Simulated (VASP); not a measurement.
Input of a VASP 6.6.1 run:

File POSCAR:

```
GaP
1.0
    0.0000000000      2.7254102088      2.7254102088
    2.7254102088      0.0000000000      2.7254102088
    2.7254102088      2.7254102088      0.0000000000
Ga P
1 1
Direct
    0.0000000000      0.0000000000      0.0000000000
    0.2500000000      0.2500000000      0.2500000000
```

The input INCAR.step1:

```
SYSTEM = GaP
PREC = Accurate ; ENCUT = 520
ISMEAR = 0 ; SIGMA = 0.01
LREAL = .False. ; LASPH = .True.
NELM = 60 ; NBANDS = 16
ISYM = 0 ; GGA = PE
ALGO = Normal ; EDIFF = 1E-4
LWAVE = .True. ; LCHARG = .False.
```

INCAR.step2

```
SYSTEM = GaP
PREC = Accurate ; ENCUT = 520
EDIFF = 1E-6 ; ISMEAR = 0
SIGMA = 0.01 ; LREAL = .False.
LASPH = .True. ; NELM = 60
ALGO = Normal ; ISIF = 2
LWAVE = .False. ; LCHARG = .True.
METAGGA = R2SCAN ; LMIXTAU = .True.
LELF = .True. ; LVHAR = .True.
NBANDS = 16 ; ISYM = 0
ISTART = 1
```

KPOINTS

```
regular mesh
0
Gamma
  6 6 6
  0 0 0
```

Potentials or basis: VASP PAW PBE potentials, release 64 (Ga_d, P).

The run is started by

```bash
$ cat potpaw_PBE.64/Ga_d/POTCAR potpaw_PBE.64/P/POTCAR > POTCAR
$ cp INCAR.step1 INCAR
$ mpirun -np 1 vasp_std > vasp.out
$ cp INCAR.step2 INCAR
$ mpirun -np 1 vasp_std > vasp.out
```

(1) Predict the band gap on the k mesh.

(2) What does it give for the pressure?

## Answers

(1) 1.91 eV, indirect (least direct gap 2.34 eV).

(2) 0.0 GPa.

Caveat: the PAW data sets were made with another functional, which shifts forces and pressure a little.

**What was measured.**

From “Stacking defects in GaP nanowires: Electronic structure and optical properties”, 2018, arxiv:1810.01194, for a bulk crystal of GaP at 10 K: band gap 2.34 eV (indirect).

A measured gap of GaP is 2.34 eV (indirect; 10 K; quoted in “Stacking defects in GaP nanowires: Electronic structure and optical properties”, 2018, arxiv:1810.01194); the calculated 1.91 eV misses it by -0.43 eV. Spin-orbit coupling on Ga is left out. The value is that of r2SCAN on a finite k mesh, which can miss the band edges, without temperature or zero-point motion.
